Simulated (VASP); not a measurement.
Input of a VASP 6.6.1 run:

File INCAR:

```
SYSTEM = Al
  PREC = Accurate
  ENCUT = 520
  EDIFF = 1E-6
  ISMEAR = -1
  SIGMA = 0.1
  LREAL = .False.
  LASPH = .True.
  NELM = 100
  ALGO = Normal
  ISIF = 2
  LWAVE = .False.
  LCHARG = .True.
  GGA = RP
  LELF = .True.
  LVHAR = .True.
  NBANDS = 22
```

File KPOINTS:

```
regular mesh
0
Gamma
  5 5 5
  0 0 0
```

Contents of POSCAR:

```
Al
1.0
    5.1680338204      0.0000000000      0.0000000000
    0.0000000000      5.1680338204      0.0000000000
    0.0000000000      0.0000000000      5.1680338204
Al
8
Direct
    1.0000000000      1.0000000000      1.0000000000
    0.5000000000      0.5000000000      0.5000000000
    0.2500000000      1.0000000000      0.5000000000
    0.7500000000      1.0000000000      0.5000000000
    0.5000000000      0.2500000000      0.0000000000
    0.5000000000      0.7500000000      0.0000000000
    0.0000000000      0.5000000000      0.2500000000
    0.0000000000      0.5000000000      0.7500000000
```

Potentials or basis: VASP PAW PBE potentials, release 64 (Al).

Run with:

```bash
$ cat potpaw_PBE.64/Al/POTCAR > POTCAR
$ mpirun -np 1 vasp_std > vasp.out
```

(1) Predict the pressure.

(2) What does it give for the band gap on the k mesh?

Results:

(1) -0.2 GPa.

(2) zero (band 12 reaches 9.60 eV, above the bottom of band 13 at 7.08 eV).

Caveat: the PAW data sets were made with another functional, which shifts forces and pressure a little.
